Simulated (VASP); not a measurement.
# NiO (R-3m) in VASP: further runs, part 2 of 2

VASP 6.6.1. Earlier steps stand in the parts before.

**3. Single point, PBE+U, collinear spin, antiferromagnetic start**

This run uses another cell than the first one: it holds 4 atoms, not 2.

Input file INCAR:

```
PREC = Accurate ; ENCUT = 520
EDIFF = 1E-6 ; ISMEAR = 0
SIGMA = 0.05 ; LREAL = False
LASPH = True ; NELM = 150
ALGO = Normal ; ISIF = 2
LWAVE = False ; LCHARG = False
ISPIN = 2 ; MAGMOM = 2 -2 0 0
LORBIT = 11 ; LMAXMIX = 4
LDAU = True ; LDAUTYPE = 2
LDAUL = 2 -1 ; LDAUU = 6.2 0
LDAUJ = 0 0 ; LDAUPRINT = 1
GGA = PE ; NBANDS = 28
```

Input file KPOINTS:

```
regular mesh
0
Gamma
  10 10 10
```

Input file POSCAR:

```
NiO
1.0
    0.0000000000      1.7424802783      4.9268273990
   -1.5090321866     -0.8712401391      4.9268273990
    1.5090321866     -0.8712401391      4.9268273990
Ni O
2 2
Direct
    0.5000000000     -0.5000000000      0.5000000000
    1.0000000000      0.0000000000      1.0000000000
    0.2500000000      0.2500000000      0.2500000000
    0.7500000000      0.7500000000      0.7500000000
```

Potentials or basis: VASP PAW PBE potentials, release 64 (Ni, O).

Started as:

```sh
> cat potpaw_PBE.64/Ni/POTCAR potpaw_PBE.64/O/POTCAR > POTCAR
> mpirun -np 1 vasp_std > vasp.out
```

OUTCAR:

```text
PREC = Accurate
   ENCUT = 520
   EDIFF = 1E-6
   ISMEAR = 0
   LREAL = False
   LASPH = True
   NELM = 150
   ISIF = 2
   ISPIN = 2
   LORBIT = 11
   GGA = PE

 ion  position               nearest neighbor table
   1  0.500  0.500  0.500-   3 2.13   4 2.13   3 2.13   4 2.13   4 2.13   3 2.13   2 3.02   2 3.02
                             2 3.02   2 3.02   2 3.02   2 3.02
   2  0.000  0.000  0.000-   4 2.13   3 2.13   4 2.13   3 2.13   3 2.13   4 2.13   1 3.02   1 3.02
                             1 3.02   1 3.02   1 3.02   1 3.02
   3  0.250  0.250  0.250-   2 2.13   1 2.13   2 2.13   1 2.13   1 2.13   2 2.13
   4  0.750  0.750  0.750-   1 2.13   2 2.13   1 2.13   2 2.13   2 2.13   1 2.13

  LATTYP: Found a trigonal (rhomboedric) cell.
 ALAT       =     5.2258842065
 COS(alpha) =     0.8332340289

  Lattice vectors:

 A1 = (   0.0000000000,   1.7424802783,   4.9268273990)
 A2 = (  -1.5090321866,  -0.8712401391,   4.9268273990)
 A3 = (   1.5090321866,  -0.8712401391,   4.9268273990)

Analysis of symmetry for initial positions (statically):
=====================================================================
 Subroutine PRICEL returns following result:

  LATTYP: Found a trigonal (rhomboedric) cell.
 ALAT       =     3.0173903584
 COS(alpha) =     0.4997765983
[... 12 lines left out ...]
 Subroutine GETGRP returns: Found 12 space group operations
 (whereof 12 operations were pure point group operations)
 out of a pool of 12 trial point group operations.

The static configuration has the point symmetry D_3d.

Analysis of symmetry for dynamics (positions and initial velocities):
=====================================================================
 Subroutine PRICEL returns following result:

  LATTYP: Found a trigonal (rhomboedric) cell.
 ALAT       =     3.0173903584
 COS(alpha) =     0.4997765983
[... 12 lines left out ...]
 Subroutine GETGRP returns: Found 12 space group operations
 (whereof 12 operations were pure point group operations)
 out of a pool of 12 trial point group operations.

The dynamic configuration has the point symmetry D_3d.

Analysis of structural, dynamic, and magnetic symmetry:
=====================================================================
 Subroutine PRICEL returns following result:

  LATTYP: Found a trigonal (rhomboedric) cell.
 ALAT       =     3.0173903584
 COS(alpha) =     0.4997765983
[... 12 lines left out ...]
 Subroutine GETGRP returns: Found 12 space group operations
 (whereof 12 operations were pure point group operations)
 out of a pool of 12 trial point group operations.

The overall configuration has the point symmetry D_3d.

 Subroutine INISYM returns: Found 12 space group operations
 (whereof 12 operations are pure point group operations),
 and found     2 'primitive' translations

----------------------------------------------------------------------------------------

                                     Primitive cell

[... 166 lines left out ...]

atom =   2  type =  1  l = 2

 onsite density matrix

spin component  1

  0.7006  0.0000  0.0000  0.3953 -0.0000
  0.0000  0.4211  0.0000  0.0000  0.3953
  0.0000  0.0000  0.9801  0.0000 -0.0000
  0.3953  0.0000  0.0000  0.4211  0.0000
 -0.0000  0.3953 -0.0000  0.0000  0.7006

spin component  2

  0.9954  0.0000 -0.0000 -0.0192 -0.0000
  0.0000  1.0091  0.0000 -0.0000 -0.0192
 -0.0000  0.0000  0.9818  0.0000 -0.0000
 -0.0192 -0.0000  0.0000  1.0091  0.0000
 -0.0000 -0.0192 -0.0000  0.0000  0.9954

 occupancies and eigenvectors

  o =  0.1416  v =  0.0000 -0.8165  0.0000  0.0000  0.5773  0.0000  0.0000  0.0000  0.0000  0.0000      0.0000  0.0000  0.0000  0.0000  0.0000  0.0000  0.0000  0.0000  0.0000  0.0000
  o =  0.1416  v = -0.5773  0.0000  0.0000  0.8165 -0.0000  0.0000  0.0000  0.0000  0.0000  0.0000      0.0000  0.0000  0.0000  0.0000  0.0000  0.0000  0.0000  0.0000  0.0000  0.0000
  o =  0.9801  v =  0.0000  0.5773  0.0000  0.0000  0.8165  0.0000  0.0000  0.0000  0.0000  0.0000      0.0000  0.0000  0.0000  0.0000  0.0000  0.0000  0.0000  0.0000  0.0000  0.0000
  o =  0.9801  v = -0.8165  0.0000 -0.0000 -0.5773  0.0000  0.0000  0.0000  0.0000  0.0000  0.0000      0.0000  0.0000  0.0000  0.0000  0.0000  0.0000  0.0000  0.0000  0.0000  0.0000
  o =  0.9801  v =  0.0000  0.0000 -1.0000  0.0000  0.0000  0.0000  0.0000  0.0000  0.0000  0.0000      0.0000  0.0000  0.0000  0.0000  0.0000  0.0000  0.0000  0.0000  0.0000  0.0000
  o =  0.9818  v =  0.0000  0.0000  0.0000  0.0000  0.0000  0.0000 -0.0000 -1.0000  0.0000 -0.0000      0.0000  0.0000  0.0000  0.0000  0.0000  0.0000  0.0000  0.0000  0.0000  0.0000
  o =  0.9818  v =  0.0000  0.0000  0.0000  0.0000  0.0000  0.0000  0.5767 -0.0000 -0.0000  0.8169      0.0000  0.0000  0.0000  0.0000  0.0000  0.0000  0.0000  0.0000  0.0000  0.0000
  o =  0.9818  v =  0.0000  0.0000  0.0000  0.0000  0.0000 -0.8169  0.0000 -0.0000 -0.5767 -0.0000      0.0000  0.0000  0.0000  0.0000  0.0000  0.0000  0.0000  0.0000  0.0000  0.0000
  o =  1.0227  v =  0.0000  0.0000  0.0000  0.0000  0.0000  0.0000 -0.8169 -0.0000 -0.0000  0.5767      0.0000  0.0000  0.0000  0.0000  0.0000  0.0000  0.0000  0.0000  0.0000  0.0000
  o =  1.0227  v =  0.0000  0.0000  0.0000  0.0000  0.0000 -0.5767 -0.0000  0.0000  0.8169  0.0000      0.0000  0.0000  0.0000  0.0000  0.0000  0.0000  0.0000  0.0000  0.0000  0.0000

 number of electron      31.9999988 magnetization       0.0000000

 Free energy of the ion-electron system (eV)
  ---------------------------------------------------
  ext. energy  EPLUGINS =         0.00000000
  ---------------------------------------------------
  free energy    TOTEN  =       -20.40948276 eV

  energy without entropy =      -20.40948276  energy(sigma->0) =      -20.40948276

 E-fermi :   5.7698     XC(G=0): -12.2703

 val. band max:        5.4975459526   @ k =   0.5000   0.5000   0.5000
 cond. band min:       8.4485333246   @ k =   0.0000   0.0000   0.0000
 fundamental gap:      2.9509873719
 Fermi energy:         5.7697720287

 spin component 1

 k-point     1 :       0.0000    0.0000    0.0000
  band No.  band energies     occupation
      1     -12.2702      1.00000
      2     -11.0019      1.00000
      3      -1.0264      1.00000
      4      -0.5738      1.00000
      5      -0.5738      1.00000
      6       1.2309      1.00000
[... 1481 lines left out ...]
     27      24.3041      0.00000
     28      26.7748      0.00000

 [... further k-points ...]

------------------------ aborting loop because EDIFF is reached ----------------------------------------

  FORCE on cell =-STRESS in cart. coord.  units (eV):
  Direction    XX          YY          ZZ          XY          YZ          ZX
  --------------------------------------------------------------------------------------
  -------------------------------------------------------------------------------------
  Total       -2.3445089     -2.3445089     -2.3663215      0.0000000     -0.0000000      0.0000000
  in kB      -96.6512521    -96.6512521    -97.5504676      0.0000000     -0.0000000      0.0000000
  external PRESSURE =     -96.9509906 kB  Pullay stress =       0.0000000 kB

 VOLUME and BASIS-vectors are now :
 -----------------------------------------------------------------------------
  energy-cutoff  :      520.00
  volume of cell :       38.86
      direct lattice vectors                 reciprocal lattice vectors
     0.000000000  1.742480278  4.926827399     0.000000000  0.382596391  0.067656791
    -1.509032187 -0.871240139  4.926827399    -0.331338194 -0.191298196  0.067656791
     1.509032187 -0.871240139  4.926827399     0.331338194 -0.191298196  0.067656791

 POSITION                                       TOTAL-FORCE (eV/Angst)
 -----------------------------------------------------------------------------------
      0.00000      0.00000      7.39024         0.000000     -0.000000      0.000000
      0.00000      0.00000      0.00000        -0.000000     -0.000000      0.000000
      0.00000      0.00000      3.69512        -0.000000     -0.000000     -0.000000
      0.00000      0.00000     11.08536        -0.000000      0.000000     -0.000000
 -----------------------------------------------------------------------------------
    total drift:                               -0.000000      0.000000      0.000000

  FREE ENERGIE OF THE ION-ELECTRON SYSTEM (eV)
  ---------------------------------------------------
  free  energy   TOTEN  =       -20.4094827574 eV

  energy  without entropy=      -20.4094827574  energy(sigma->0) =      -20.40948276

 total charge

# of ion       s       p       d       tot
------------------------------------------
    1        0.324   0.375   8.189   8.888
    2        0.324   0.375   8.189   8.888
    3        1.550   3.440   0.000   4.990
    4        1.550   3.440   0.000   4.990
--------------------------------------------------
tot          3.748   7.630  16.379  27.757

 magnetization (x)

# of ion       s       p       d       tot
------------------------------------------
    1       -0.001  -0.004   1.766   1.761
    2        0.001   0.004  -1.766  -1.761
    3        0.000   0.000   0.000   0.000
    4        0.000   0.000   0.000   0.000
--------------------------------------------------
tot          0.000   0.000   0.000   0.000
```

stdout:

```text
POSCAR found type information on POSCAR NiO
 POSCAR found :  2 types and       4 ions
 scaLAPACK will be used
 LDA part: xc-table for (Slater+PW92), standard interpolation
 POSCAR, INCAR and KPOINTS ok, starting setup
 FFT: planning ... GRIDC
 FFT: planning ... GRID_SOFT
 FFT: planning ... GRID
 WAVECAR not read
 entering main loop
```

Run time: 9.7 min. Hardware: 1 thread of Intel Xeon 6975P-C, shared host; peak memory 0.41 GiB.

What came out:

| Item | Value |
| --- | --- |
| Free energy | -20.4095 eV |
| Pressure | -9.7 GPa |
| Band gap on the k mesh | 2.95 eV |
| Net moment | 0.00 μB per cell |
| Site moments | Ni +1.76, -1.76; O +0.00 μB |
| Valence electrons inside the program's atomic spheres | Ni 8.89; O 4.99 |

Levels at points of the mesh, in eV from the valence-band top:
Spin up:
| k point | band 14 | band 15 | band 16 | band 17 | band 18 | band 19 |
| --- | --- | --- | --- | --- | --- | --- |
| (0.00, 0.00, 0.00) | -0.65 | -0.65 | -0.64 | 2.95 | 4.21 | 4.21 |
| (0.50, 0.00, 0.00) | -1.63 | -1.22 | -0.58 | 4.14 | 4.16 | 8.65 |
| (0.50, 0.50, 0.00) | -1.93 | -0.62 | -0.53 | 4.37 | 4.50 | 7.10 |
| (0.50, 0.50, 0.50) | -1.22 | 0.00 | 0.00 | 4.09 | 4.09 | 5.66 |
Spin down:
```
           k point  band 13  band 14  band 15  band 16  band 17  band 18  band 19  band 20
(0.00, 0.00, 0.00)    -0.69    -0.65    -0.65    -0.64     2.95     4.21     4.21     7.10
(0.50, 0.00, 0.00)    -1.87    -1.63    -1.22    -0.58     4.14     4.16     8.65     8.95
(0.50, 0.50, 0.00)    -1.93    -1.93    -0.62    -0.53     4.37     4.50     7.10     7.39
(0.50, 0.50, 0.50)    -1.22    -1.22     0.00     0.00     4.09     4.09     5.66     5.78
```

Eigenvalues of the final occupation matrices:
| site | spin | trace | eigenvalues |
| --- | --- | --- | --- |
| site 1 d | 1 | 4.99 | 0.98 0.98 0.98 1.02 1.02 |
| site 1 d | 2 | 3.22 | 0.14 0.14 0.98 0.98 0.98 |
| site 2 d | 1 | 3.22 | 0.14 0.14 0.98 0.98 0.98 |
| site 2 d | 2 | 4.99 | 0.98 0.98 0.98 1.02 1.02 |

**4. Single point, PBE+U, collinear spin, ferromagnetic start**

This run uses another cell than the first one, of 8.35 Å³/atom, 0.859 times its volume.

Input file INCAR:

```
SYSTEM = NiO
PREC = Accurate
ENCUT = 520
EDIFF = 1E-6
ISMEAR = 0
SIGMA = 0.05
LREAL = .False.
LASPH = .True.
NELM = 150
ALGO = Normal
ISIF = 2
LWAVE = .False.
LCHARG = .False.
ISPIN = 2
MAGMOM = 2 0
LORBIT = 11
LMAXMIX = 4
LDAU = .True.
LDAUTYPE = 2
LDAUL = 2 -1
LDAUU = 6.2 0
LDAUJ = 0 0
LDAUPRINT = 1
GGA = PE
NBANDS = 19
```

Input file KPOINTS:

```
Automatic mesh
0
Gamma
  6 6 6
  0 0 0
```

Input file POSCAR:

```
NiO
1.0
    1.4381403700      0.8303107300      2.3308059600
   -1.4381403700      0.8303107300      2.3308059600
    0.0000000000     -1.6606214600      2.3308059600
Ni O
1 1
Direct
    1.0000000000      0.0000000000      0.0000000000
    0.5000000000      0.5000000000      0.5000000000
```

Started as:

```sh
> cat potpaw_PBE.64/Ni/POTCAR potpaw_PBE.64/O/POTCAR > POTCAR
> mpirun -np 1 vasp_std > vasp.out
```

It took 15 s on 1 thread of Intel Xeon Platinum 8488C (Sapphire Rapids), shared host; peak memory 0.15 GiB.

The run converged. Its results:

- Free energy: -10.0448 eV
- Pressure: 22.9 GPa
- Band gap on the k mesh: 2.31 eV, indirect (least direct gap 3.19 eV)
- Net moment: 2.00 μB per cell
- Site moments: Ni +1.82; O +0.18 μB
- Valence electrons inside the program's atomic spheres: Ni 9.19; O 5.08

Stress tensor (GPa, compression positive):
```
22.44  0.00  0.00
 0.00 22.44  0.00
 0.00  0.00 23.84
```

Levels at points of the mesh, in eV from the valence-band top:
Spin up:
| k point | band 6 | band 7 | band 8 | band 9 | band 10 | band 11 | band 12 | band 13 |
| --- | --- | --- | --- | --- | --- | --- | --- | --- |
| (0.00, 0.00, 0.00) | -5.16 | -1.82 | -1.82 | -1.76 | 3.30 | 18.26 | 18.26 | 18.48 |
| (0.50, 0.00, 0.00) | -4.53 | -3.13 | 0.00 | 0.00 | 6.98 | 11.97 | 15.59 | 15.71 |
| (0.50, 0.50, 0.00) | -4.17 | -4.16 | -3.33 | -3.27 | 7.68 | 11.66 | 12.56 | 18.78 |
| (0.50, 0.50, 0.50) | -4.53 | -3.09 | -0.01 | -0.01 | 6.91 | 12.10 | 15.49 | 15.49 |
Spin down:
| k point | band 5 | band 6 | band 7 | band 8 | band 9 | band 10 |
| --- | --- | --- | --- | --- | --- | --- |
| (0.00, 0.00, 0.00) | -1.44 | -1.44 | -1.38 | 2.31 | 2.31 | 3.66 |
| (0.50, 0.00, 0.00) | -2.26 | -2.24 | -2.19 | 5.04 | 5.06 | 7.16 |
| (0.50, 0.50, 0.00) | -3.09 | -2.98 | -2.91 | 2.84 | 3.48 | 8.32 |
| (0.50, 0.50, 0.50) | -2.27 | -2.27 | -2.16 | 5.07 | 5.07 | 7.08 |

Eigenvalues of the final occupation matrices:
```csv
site,spin,trace,eigenvalues
site 1 d,1,5.07,0.99 0.99 0.99 1.06 1.06
site 1 d,2,3.27,0.16 0.16 0.99 0.99 0.99
```

Caveat: the k points lie up to 0.45 Å⁻¹ apart; a cell with one magnetic atom can't hold antiferromagnetic order, which such compounds often take. The state reached can hang on the start; a lower one may exist.

**5. The runs side by side**

```csv
task,spin,cell,k mesh,cutoff (eV),gap on the mesh (eV),pressure (GPa),moment (μB)
relaxation of shape and atoms at fixed volume,"collinear, ferromagnetic start","relaxed from a = 3.017 Å, angles 60.0°, 2 atoms",10 × 10 × 10,600,2.36,-8.4,2.00
single point,"collinear, antiferromagnetic start","a = 5.226 Å, angles 33.6°, 4 atoms",10 × 10 × 10,520,2.95,-9.7,0.00
single point,"collinear, ferromagnetic start","a = 2.862 Å, angles 60.3°, 2 atoms",6 × 6 × 6,520,2.31,22.9,2.00
```

Alike in all rows: level PBE+U; potentials or basis VASP PAW PBE potentials, release 64 (Ni, O); Ni d U = 6.2 eV; smearing gaussian 0.05 eV.

Caveats: some runs use coarse meshes; a cell with one magnetic atom can't hold antiferromagnetic order, which such compounds often take (some runs); the relaxation stopped at its first step, so nothing moved (some runs).

Absolute energies hang on the potentials; compare differences alone.
